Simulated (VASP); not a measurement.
Here is a VASP 6.6.1 calculation.

INCAR

```
SYSTEM = Ge
PREC     = Accurate       ! precision mode
ENCUT    = 520            ! plane-wave cutoff, eV
EDIFF    = 1E-8           ! SCF threshold, eV
ISMEAR   = 0              ! smearing method
SIGMA    = 0.01           ! smearing width, eV
LREAL    = .False.        ! projectors in reciprocal space
LASPH    = .True.         ! aspherical terms in the spheres
NELM     = 60             ! most SCF steps
ALGO     = Normal         ! electronic algorithm
ISIF     = 2              ! what is computed and relaxed
LWAVE    = .False.        ! write WAVECAR
LCHARG   = .False.        ! write CHGCAR
METAGGA  = R2SCAN         ! meta-GGA
LMIXTAU  = .True.       
IBRION   = 6              ! ionic algorithm
NFREE    = 2            
POTIM    = 0.015          ! step
NSW      = 1              ! ionic steps
```

Contents of KPOINTS:

```
regular mesh
0
Gamma
  12 12 12
  0 0 0
```

File POSCAR:

```
Ge
1.0
    0.0000000000      2.8516922112      2.8516922112
    2.8516922112      0.0000000000      2.8516922112
    2.8516922112      2.8516922112      0.0000000000
Ge
2
Direct
    0.0000000000      0.0000000000      0.0000000000
    0.2500000000      0.2500000000      0.2500000000
```

Potentials or basis: VASP PAW PBE potentials, release 64 (Ge_d).

The run is started by

```sh
$ cat potpaw_PBE.64/Ge_d/POTCAR > POTCAR
$ mpirun -np 1 vasp_std > vasp.out
```

(1) Estimate the highest phonon frequency at Γ.

Results:

(1) 291 cm⁻¹.
